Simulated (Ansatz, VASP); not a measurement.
Given: the input of a run of VASP 6.6.1 on NiO.

File INCAR:

```
SYSTEM = NiO
  ALGO = Normal
  EDIFF = 1E-7
  ENCUT = 520
  GGA = PE
  ISIF = 2
  ISMEAR = -1
  LASPH = .True.
  LCHARG = .True.
  LELF = .True.
  LREAL = .False.
  LVHAR = .True.
  LWAVE = .False.
  NBANDS = 15
  NELM = 100
  PREC = Accurate
  SIGMA = 0.05
```

File KPOINTS:

```
k-points
0
Gamma
  11 11 11
  0 0 0
```

POSCAR

```
NiO
1.0
    0.0000000000      2.0859016414      2.0859016414
    2.0859016414      0.0000000000      2.0859016414
    2.0859016414      2.0859016414      0.0000000000
Ni O
1 1
Direct
    0.0000000000      0.0000000000      0.0000000000
    0.5000000000      0.5000000000      0.5000000000
```

Potentials or basis: VASP PAW PBE potentials, release 64 (Ni, O).

Launch:

```bash
$ cat potpaw_PBE.64/Ni/POTCAR potpaw_PBE.64/O/POTCAR > POTCAR
$ mpirun -np 1 vasp_std > vasp.out
```

**Question.** Translate it to Ansatz 0.2.0. Potentials there: Ansatz PAW.

**Answer.** As run (the cutoff follows the program's own potentials):

The input input.yaml:

```yaml
crystal:
  lattice:
    - [0.0, 2.0859016414, 2.0859016414]
    - [2.0859016414, 0.0, 2.0859016414]
    - [2.0859016414, 2.0859016414, 0.0]
  atoms:
    - { symbol: Ni, position: [0.0, 0.0, 0.0] }
    - { symbol: O, position: [0.5, 0.5, 0.5] }
hamiltonian:
  xc: pbe
  pseudopotentials: { kind: paw }
kpoints:
  mp_grid: { grid: [11, 11, 11] }
scf:
  occupations: { method: fermi_dirac, width: 0.05 }
output:
  forces: true
  stress: true
  eigenvalues: true
```

Potentials or basis: Ansatz PAW.

Run with:

```bash
$ ansatz run input.yaml --threads 2 --pin off --max-ram 5632MiB --backend cpu --events-out ev --progress --plain --runs-dir out
```

Both were run:

|  | VASP | Ansatz | Ansatz less VASP |
| --- | --- | --- | --- |
| gap on the k mesh at the Fermi level (eV) | none | none | - |
| pressure (GPa) | -1.5 | -1.6 | -0.12 |

A gap of «none» marks a metal or a gap that the smearing closes. The functional is the same, so the differences come from potentials, cutoffs and numerics. VASP's potentials hold 16 valence electrons a cell and Ansatz's 24, so a difference there can come from the potentials and not from the codes.
